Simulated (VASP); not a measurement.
# Ru (P6_3/mmc) in VASP: notebook, part 2 of 2

VASP 6.6.1. The steps go on from the part before.

### Step 5. Single point, PBE (z stretched by +2 %, then relaxed in part)

The input, INCAR:

```
SYSTEM = Ru
  ALGO = Normal
  EDIFF = 1E-6
  ENCUT = 520
  GGA = PE
  ISIF = 2
  ISMEAR = -1
  LASPH = .TRUE.
  LCHARG = .FALSE.
  LREAL = .FALSE.
  LWAVE = .FALSE.
  NBANDS = 21
  NELM = 60
  PREC = Accurate
  SIGMA = 0.05
```

The input, KPOINTS:

```
k-points
0
G
  20 20 11
  0 0 0
```

The input, POSCAR:

```
Ru
1.0
    2.7058000000      0.0000000000      0.0000000000
   -1.3529000000      2.3432915376      0.0000000000
    0.0000000000      0.0000000000      4.3675380000
Ru
2
Direct
    0.3333333333      0.6666666667      0.2500000000
    0.6666666667      0.3333333333      0.7500000000
```

Potentials or basis: VASP PAW PBE potentials, release 64 (Ru_pv).

The run is started by

```sh
$ cat potpaw_PBE.64/Ru_pv/POTCAR > POTCAR
$ mpirun -np 1 vasp_std > vasp.out
```

OUTCAR:

```text
SYSTEM = Ru
   EDIFF = 1E-6
   ENCUT = 520
   GGA = PE
   ISIF = 2
   ISMEAR = -1
   LASPH = .TRUE.
   LREAL = .FALSE.
   NELM = 60
   PREC = Accurate

 ion  position               nearest neighbor table
   1  0.333  0.667  0.250-   2 2.69   2 2.69   2 2.69   2 2.69   2 2.69   2 2.69
   2  0.667  0.333  0.750-   1 2.69   1 2.69   1 2.69   1 2.69   1 2.69   1 2.69

  LATTYP: Found a hexagonal cell.
 ALAT       =     2.7058000000
 C/A-ratio  =     1.6141392564

  Lattice vectors:

 A1 = (   2.7058000000,   0.0000000000,   0.0000000000)
 A2 = (  -1.3529000000,   2.3432915376,   0.0000000000)
 A3 = (   0.0000000000,   0.0000000000,   4.3675380000)

Analysis of symmetry for initial positions (statically):
=====================================================================
 Subroutine PRICEL returns:
 Original cell was already a primitive cell.

 Routine SETGRP: Setting up the symmetry group for a
 hexagonal supercell.

 Subroutine GETGRP returns: Found 24 space group operations
 (whereof 12 operations were pure point group operations)
 out of a pool of 24 trial point group operations.

The static configuration has the point symmetry D_3d.
[... 160 lines left out ...]

  energy without entropy =      -18.44415444  energy(sigma->0) =      -18.45169090

 E-fermi :  12.4954     XC(G=0): -13.9993

 val. band max:       12.4904848301   @ k =   0.5000   0.0000   0.1818
 cond. band min:      12.5126364800   @ k =   0.1000   0.0000   0.3636
 fundamental gap:      0.0221516499
 Fermi energy:        12.4954144128

 k-point     1 :       0.0000    0.0000    0.0000
  band No.  band energies     occupation
      1     -31.0618      2.00000
      2     -30.1944      2.00000
      3     -30.1944      2.00000
      4     -30.0506      2.00000
      5     -30.0506      2.00000
      6     -30.0366      2.00000
[... 565 lines left out ...]
     20      22.9254      0.00000
     21      22.9275      0.00000

 [... further k-points ...]

------------------------ aborting loop because EDIFF is reached ----------------------------------------

  FORCE on cell =-STRESS in cart. coord.  units (eV):
  Direction    XX          YY          ZZ          XY          YZ          ZX
  --------------------------------------------------------------------------------------
  -------------------------------------------------------------------------------------
  Total        0.2685075      0.2685075     -1.5571260      0.0000000      0.0000000     -0.0000000
  in kB       15.5348928     15.5348928    -90.0898017      0.0000000      0.0000000     -0.0000000
  external PRESSURE =     -19.6733387 kB  Pullay stress =       0.0000000 kB

 VOLUME and BASIS-vectors are now :
 -----------------------------------------------------------------------------
  energy-cutoff  :      520.00
  volume of cell :       27.69
      direct lattice vectors                 reciprocal lattice vectors
     2.705800000  0.000000000  0.000000000     0.369576465  0.213375072  0.000000000
    -1.352900000  2.343291538  0.000000000     0.000000000  0.426750144  0.000000000
     0.000000000  0.000000000  4.367538000     0.000000000  0.000000000  0.228961946

 POSITION                                       TOTAL-FORCE (eV/Angst)
 -----------------------------------------------------------------------------------
     -0.00000      1.56219      1.09188        -0.000000     -0.000000      0.000000
      1.35290      0.78110      3.27565         0.000000      0.000000      0.000000
 -----------------------------------------------------------------------------------
    total drift:                                0.000000     -0.000000      0.000000

  FREE ENERGIE OF THE ION-ELECTRON SYSTEM (eV)
  ---------------------------------------------------
  free  energy   TOTEN  =       -18.4592273609 eV

  energy  without entropy=      -18.4441544395  energy(sigma->0) =      -18.45169090
```

OSZICAR:

```text
N       E                     dE             d eps       ncg     rms          rms(c)
DAV:   1     0.287936479753E+03    0.28794E+03   -0.17572E+04 11112   0.148E+03
DAV:   2    -0.139411014166E+02   -0.30188E+03   -0.29264E+03 11388   0.444E+02
DAV:   3    -0.197842957648E+02   -0.58432E+01   -0.58082E+01 13013   0.691E+01
DAV:   4    -0.198272675202E+02   -0.42972E-01   -0.42920E-01 13803   0.569E+00
DAV:   5    -0.198278578061E+02   -0.59029E-03   -0.58489E-03 12776   0.595E-01    0.169E+01
DAV:   6    -0.185394735967E+02    0.12884E+01   -0.29638E+00 12558   0.167E+01    0.436E+00
DAV:   7    -0.184665280635E+02    0.72946E-01   -0.39945E-01 12778   0.468E+00    0.989E-01
DAV:   8    -0.184596668641E+02    0.68612E-02   -0.17320E-02 12149   0.103E+00    0.324E-01
DAV:   9    -0.184592201552E+02    0.44671E-03   -0.92297E-04 12546   0.325E-01    0.332E-02
DAV:  10    -0.184592313840E+02   -0.11229E-04   -0.63542E-05 12623   0.819E-02    0.207E-02
DAV:  11    -0.184592274357E+02    0.39483E-05   -0.11084E-05 12508   0.313E-02    0.138E-03
DAV:  12    -0.184592273609E+02    0.74865E-07   -0.72310E-08  7464   0.280E-03
   1 F= -.18459227E+02 E0= -.18451691E+02  d E =-.150729E-01
```

stdout:

```text
POSCAR found type information on POSCAR Ru
 POSCAR found :  1 types and       2 ions
 scaLAPACK will be used
 LDA part: xc-table for (Slater+PW92), standard interpolation
 POSCAR, INCAR and KPOINTS ok, starting setup
 FFT: planning ... GRIDC
 FFT: planning ... GRID_SOFT
 FFT: planning ... GRID
 WAVECAR not read
 entering main loop
```

Run time: 48 s. Hardware: 1 thread of Intel Xeon 6975P-C (Granite Rapids), shared host; peak memory 0.23 GiB.

What came out:

```yaml
Free_energy: -18.4592 eV
Pressure: -2.0 GPa
Band_gap_on_the_k_mesh: zero (bands 14 and 15 overlap by 3.09 eV)
```

Caveat: the cell differs from its parent crystal (z stretched by +2 %, then relaxed in part).

### Step 6. Summary

```csv
task,cell,gap on the mesh (eV),pressure (GPa)
relaxation of the atoms,"atoms relaxed from a = 2.706, b = 2.706, c = 4.196 Å, angles 90.0, 90.0, 120.0°, 2 atoms",none,12.0
relaxation of the atoms,"atoms relaxed from a = 2.706, b = 2.706, c = 4.282 Å, angles 90.0, 90.0, 120.0°, 2 atoms",none,4.4
single point,"a = 2.724, b = 2.724, c = 4.310 Å, angles 90.0, 90.0, 120.0°, 2 atoms",none,-1.9
single point,"a = 2.706, b = 2.706, c = 4.368 Å, angles 90.0, 90.0, 120.0°, 2 atoms",none,-2.0
```

Alike in all rows: level PBE; potentials or basis VASP PAW PBE potentials, release 64 (Ru_pv); no spin polarisation; k mesh 20 × 20 × 11; cutoff (eV) 520; smearing fermi-dirac 0.05 eV.

Caveats: the relaxation stopped at its first step, so nothing moved (at least some runs).

Total energies depend on the potentials used, so only differences within one code and one set of settings carry meaning.
